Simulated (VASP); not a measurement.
Wanted: the native input for a VASP 6.6.1 run.

| Quantity | Value |
| --- | --- |
| Task | single point |
| Functional | PBE |
| Potentials or basis | VASP PAW PBE potentials, release 64 (Be, Te) |
| Cutoff | 600 eV |
| k mesh | 6 × 6 × 6 |
| Occupations | gaussian, width 0.2 eV |
| Spin | no spin polarisation |
| Dipole correction | no |
| Further INCAR settings | ALGO = Normal; EDIFF = 1e-06; NBANDS = 14 |

The structure of Be3Te lies in POSCAR:

```
Be3Te
1.0
    0.0000000000      3.0525677100      3.0525677100
    3.0525677100      0.0000000000      3.0525677100
    3.0525677100      3.0525677100      0.0000000000
Be Te
3 1
Direct
    0.2500000000      0.2500000000      0.2500000000
    0.7500000000      0.7500000000      0.7500000000
    0.5000000000      0.5000000000      0.5000000000
    0.0000000000      0.0000000000      0.0000000000
```

The cell was generated, and may not be a known phase.

These files were run (other wordings do the same):

INCAR

```
SYSTEM = Be3Te
PREC = Accurate
ENCUT = 600
EDIFF = 1E-6
ISMEAR = 0
SIGMA = 0.2
LREAL = .False.
LASPH = .True.
NELM = 120
ALGO = Normal
ISIF = 2
LWAVE = .False.
LCHARG = .True.
GGA = PE
LELF = .True.
LVHAR = .True.
NBANDS = 14
GGA_COMPAT = .False.
```

KPOINTS

```
Automatic mesh
0
Gamma
  6 6 6
  0 0 0
```

Potentials or basis: VASP PAW PBE potentials, release 64 (Be, Te).

The run is started by

```bash
$ cat potpaw_PBE.64/Be/POTCAR potpaw_PBE.64/Te/POTCAR > POTCAR
$ mpirun -np 1 vasp_std > vasp.out
```

It gave:

```
Pressure               : -0.7 GPa
Band gap on the k mesh : zero (bands 6 and 7 overlap by 2.72 eV)
```

Caveat: spin-orbit coupling is left out, which moves the levels of the heavy elements.

Run time: 22 s on 1 thread of Intel(R) Xeon(R) Platinum 8488C (Sapphire Rapids) (shared host), peak memory 0.2 GiB.
